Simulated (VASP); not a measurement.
TiB2:

```
Ti B
1.0
     3.00887    0.00000    0.00000
    -1.50443    2.60576    0.00000
     0.00000    0.00000    3.20673
Ti B
1 2
Direct
  0.00000 0.00000 0.00000
  0.66667 0.33333 0.50000
  0.33333 0.66667 0.50000
```

Base run:

| Quantity | Value |
| --- | --- |
| Program | VASP 6.6.1 |
| Functional | r2SCAN |
| Potentials or basis | VASP PAW PBE potentials, release 64 (Ti_sv, B) |
| Cutoff | 520 eV |
| k mesh | 10 × 10 × 8 |
| Occupations | fermi-dirac, width 0.05 eV |
| Spin | no spin polarisation |

Its results: band gap on the k mesh zero (band 9 reaches 10.82 eV, above the bottom of band 10 at 10.15 eV); pressure 5.2 GPa.

Q: After a change of settings the same cell gave: band gap on the k mesh zero (band 9 reaches 10.53 eV, above the bottom of band 10 at 9.96 eV); pressure -5.7 GPa. Which change was it?
A. functional from r2SCAN to PBE; further incar settings from ALGO = Normal; EDIFF = 1e-06; NBANDS = 16 to ALGO = Normal; EDIFF = 1e-07; NBANDS = 16
B. functional from r2SCAN to LDA; potentials or basis from VASP PAW PBE potentials, release 64 (Ti_sv, B) to VASP PAW LDA potentials, release 64 (Ti_sv, B)
C. functional from r2SCAN to PBEsol

A: B.

Caveats: the PAW data sets were made with another functional, which shifts forces and pressure a little (some runs).
